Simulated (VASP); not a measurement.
# Rb (Pm-3m) in VASP: notebook

Runs on Rb. Level: PBE. Tasks: single point.

Program: VASP 6.6.1. These are calculated values, not measurements. Logs are shortened: lines on timing, memory, paths and dates and some standing lists are left out, and cuts for length are marked.

## (1) The cell of the first run

The structure is cubic, space group Pm-3m (No. 221). The conventional cell has a = 4.432 Å, b = 4.432 Å, c = 4.432 Å, α = 90.00°, β = 90.00°, γ = 90.00°. Rb (site symmetry m-3m) has 6 Rb at 4.43 Å within 5.8 Å.

## (2) Single point, PBE (volume scaled by 0.88)

INCAR reads:

```
SYSTEM = Rb
  PREC = Accurate
  ENCUT = 520
  EDIFF = 1E-7
  ISMEAR = -1
  SIGMA = 0.1
  LREAL = .False.
  LASPH = .True.
  NELM = 60
  ALGO = Normal
  ISIF = 2
  LWAVE = .False.
  LCHARG = .False.
  GGA = PE
  NBANDS = 10
```

KPOINTS reads:

```
Automatic mesh
0
Gamma
  11 11 11
  0 0 0
```

POSCAR reads:

```
Rb
1.0
    4.4321501584      0.0000000000      0.0000000000
    0.0000000000      4.4321501584      0.0000000000
    0.0000000000      0.0000000000      4.4321501584
Rb
1
Direct
    0.0000000000      0.0000000000      0.0000000000
```

Potentials or basis: VASP PAW PBE potentials, release 64 (Rb_sv).

Started as:

```bash
cat potpaw_PBE.64/Rb_sv/POTCAR > POTCAR
mpirun -np 1 vasp_std > vasp.out
```

OUTCAR:

```text
SYSTEM = Rb
   PREC = Accurate
   ENCUT = 520
   EDIFF = 1E-7
   ISMEAR = -1
   LREAL = .False.
   LASPH = .True.
   NELM = 60
   ISIF = 2
   GGA = PE

 ion  position               nearest neighbor table
   1  0.000  0.000  0.000-

  LATTYP: Found a simple cubic cell.
 ALAT       =     4.4321501584

  Lattice vectors:

 A1 = (   4.4321501584,   0.0000000000,   0.0000000000)
 A2 = (   0.0000000000,   4.4321501584,   0.0000000000)
 A3 = (   0.0000000000,   0.0000000000,   4.4321501584)

Analysis of symmetry for initial positions (statically):
=====================================================================
 Subroutine PRICEL returns:
 Original cell was already a primitive cell.

 Routine SETGRP: Setting up the symmetry group for a
 simple cubic supercell.

 Subroutine GETGRP returns: Found 48 space group operations
 (whereof 48 operations were pure point group operations)
 out of a pool of 48 trial point group operations.

The static configuration has the point symmetry O_h .

Analysis of symmetry for dynamics (positions and initial velocities):
=====================================================================
 Subroutine PRICEL returns:
 Original cell was already a primitive cell.

 Routine SETGRP: Setting up the symmetry group for a
 simple cubic supercell.

 Subroutine GETGRP returns: Found 48 space group operations
 (whereof 48 operations were pure point group operations)
 out of a pool of 48 trial point group operations.

The dynamic configuration has the point symmetry O_h .

 Subroutine INISYM returns: Found 48 space group operations
 (whereof 48 operations are pure point group operations),
 and found     1 'primitive' translations

----------------------------------------------------------------------------------------

                                     Primitive cell

  volume of cell :      87.0650

  direct lattice vectors                    reciprocal lattice vectors
     4.432150158  0.000000000  0.000000000     0.225624125  0.000000000  0.000000000
     0.000000000  4.432150158  0.000000000     0.000000000  0.225624125  0.000000000
     0.000000000  0.000000000  4.432150158     0.000000000  0.000000000  0.225624125

  length of vectors
     4.432150158  4.432150158  4.432150158     0.225624125  0.225624125  0.225624125

  position of ions in fractional coordinates (direct lattice)
     0.000000000  0.000000000  0.000000000

  ion indices of the primitive-cell ions
[... 77 lines left out ...]
   NSW    =      0    number of steps for IOM
   IBRION =     -1    ionic relax: 0-MD 1-quasi-New 2-CG
   NFREE  =      0    steps in history (QN), initial steepest desc. (CG)
   ISIF   =      2    stress and relaxation
   ISYM   =      2    0-nonsym 1-usesym 2-fastsym
   POTIM  = 0.5000    time-step for ionic-motion
   TEBEG  =    0.0;   TEEND  =   0.0 temperature during run
   PSTRESS=    0.0 pullay stress
   NELECT =       9.0000    total number of electrons
   NUPDOWN=      -1.0000    fix difference up-down
   EMIN   =  10.00;   EMAX   =-10.00  energy-range for DOS
   EFERMI =   0.00;   METHOD = LEGACY
   ISMEAR =    -1;   SIGMA  =   0.10  broadening in eV -4-tet -1-fermi 0-gaus
   EFERMI_NEDOS =   21; number of points for ismear=-14 and -15
   IALGO  =     38    algorithm
   IMIX   =      4    mixing-type and parameters
     AMIX     =   0.40;   BMIX     =  1.00
     AMIX_MAG =   1.60;   BMIX_MAG =  1.00
  volume/ion in A,a.u.               =      87.06       587.54
  Fermi-wavevector in a.u.,A,eV,Ry     =   0.768318  1.451911  8.031697  0.590313
  Thomas-Fermi vector in A             =   1.869065
   LORBIT       =      0    0 simple, 1 ext, 2 COOP (PROOUT), +10 PAW based schemes
   GGA     = PE    functional components
   LHFCALC =     F    Hartree Fock is set to
   AEXX    =    0.0000 exact exchange contribution
   IVDW    =     0    specifies the selected vdW correction
   LEPSILON=     F    determine dielectric tensor
   LRPA    =     F    only Hartree local field effects (RPA)
 non-spin polarized calculation
  energy-cutoff  :      520.00
  volume of cell :       87.06
 maximum number of plane-waves:      2368
 NGX is ok and might be reduce to    36
   NGX = 17   NGY = 17   NGZ = 17

 number of electron       9.0000000 magnetization

 Free energy of the ion-electron system (eV)
  ---------------------------------------------------
  ext. energy  EPLUGINS =         0.00000000
  ---------------------------------------------------
  free energy    TOTEN  =        -0.84368942 eV

  energy without entropy =       -0.81527524  energy(sigma->0) =       -0.82948233

 E-fermi :   0.1425     XC(G=0):  -5.5641

 val. band max:        0.1304722514   @ k =   0.4545   0.1818   0.0000
 cond. band min:       0.1480362030   @ k =   0.3636   0.2727   0.1818
 fundamental gap:      0.0175639516
 Fermi energy:         0.1424618074

 k-point     1 :       0.0000    0.0000    0.0000
  band No.  band energies     occupation
      1     -28.9120      2.00000
      2     -12.9244      2.00000
      3     -12.9244      2.00000
      4     -12.9244      2.00000
      5      -1.8919      2.00000
      6       2.4635      0.00000
      7       2.4635      0.00000
      8       6.2782      0.00000
      9       6.2890      0.00000
     10       6.3057      0.00000
[... 287 lines left out ...]
 k-point    24 :       0.2727    0.0909    0.0909
  band No.  band energies     occupation
      1     -28.9065      2.00000
      2     -13.0228      2.00000
      3     -12.9290      2.00000
      4     -12.9276      2.00000
      5      -1.0473      1.99999
      6       1.9864      0.00000
      7       2.7785      0.00000
      8       4.3725      0.00000
      9       4.5929      0.00000
     10       5.8180      0.00000

 [... further k-points ...]

------------------------ aborting loop because EDIFF is reached ----------------------------------------

  FORCE on cell =-STRESS in cart. coord.  units (eV):
  Direction    XX          YY          ZZ          XY          YZ          ZX
  --------------------------------------------------------------------------------------
  -------------------------------------------------------------------------------------
  Total        0.1927921      0.1927921      0.1927921     -0.0000000      0.0000000      0.0000000
  in kB        3.5477777      3.5477777      3.5477777     -0.0000000      0.0000000      0.0000000
  external PRESSURE =       3.5477777 kB  Pullay stress =       0.0000000 kB

 VOLUME and BASIS-vectors are now :
 -----------------------------------------------------------------------------
  energy-cutoff  :      520.00
  volume of cell :       87.06
      direct lattice vectors                 reciprocal lattice vectors
     4.432150158  0.000000000  0.000000000     0.225624125  0.000000000  0.000000000
     0.000000000  4.432150158  0.000000000     0.000000000  0.225624125  0.000000000
     0.000000000  0.000000000  4.432150158     0.000000000  0.000000000  0.225624125

 POSITION                                       TOTAL-FORCE (eV/Angst)
 -----------------------------------------------------------------------------------
      0.00000      0.00000      0.00000         0.000000      0.000000      0.000000
 -----------------------------------------------------------------------------------
    total drift:                                0.000000      0.000000     -0.000000

  FREE ENERGIE OF THE ION-ELECTRON SYSTEM (eV)
  ---------------------------------------------------
  free  energy   TOTEN  =        -0.8436894191 eV

  energy  without entropy=       -0.8152752412  energy(sigma->0) =       -0.82948233
```

Wall time 48 s (1 thread of Intel Xeon Platinum 8375C at 2.90GHz (Ice Lake), shared host); peak memory 0.21 GiB.

Results:

- Free energy: -0.8437 eV
- Pressure: 0.4 GPa

Levels at points of the mesh, in eV from the Fermi level:
```tsv
k point	band 2	band 3	band 4	band 5	band 6	band 7	band 8	band 9
(0.00, 0.00, 0.00)	-13.07	-13.07	-13.07	-2.03	2.32	2.32	6.14	6.15
```

## (3) Single point, PBE (volume scaled by 0.92)

INCAR reads:

```
SYSTEM = Rb
ALGO = Normal
EDIFF = 1E-7
ENCUT = 520
GGA = PE
ISIF = 2
ISMEAR = -1
LASPH = .TRUE.
LCHARG = .FALSE.
LREAL = .FALSE.
LWAVE = .FALSE.
NBANDS = 10
NELM = 100
PREC = Accurate
SIGMA = 0.1
```

KPOINTS reads:

```
k-points
0
G
  11 11 11
  0 0 0
```

POSCAR reads:

```
Rb
1.0
    4.4983114074      0.0000000000      0.0000000000
    0.0000000000      4.4983114074      0.0000000000
    0.0000000000      0.0000000000      4.4983114074
Rb
1
Direct
    0.0000000000      0.0000000000      0.0000000000
```

Potentials or basis: VASP PAW PBE potentials, release 64 (Rb_sv).

Started as:

```bash
cat potpaw_PBE.64/Rb_sv/POTCAR > POTCAR
mpirun -np 1 vasp_std > vasp.out
```

Wall time 47 s (1 thread of Intel Xeon Platinum 8375C at 2.90GHz (Ice Lake), shared host); peak memory 0.22 GiB.

Results (log left out):

```yaml
Free_energy: -0.8507 eV
Pressure: 0.2 GPa
```

Levels at points of the mesh, in eV from the Fermi level:
| k point | band 1 | band 2 | band 3 | band 4 | band 5 | band 6 | band 7 | band 8 | band 9 | band 10 |
| --- | --- | --- | --- | --- | --- | --- | --- | --- | --- | --- |
| (0.00, 0.00, 0.00) | -29.06 | -13.08 | -13.08 | -13.08 | -1.97 | 2.33 | 2.33 | 5.99 | 5.99 | 6.00 |

(Part 1 of 2 ends here.)
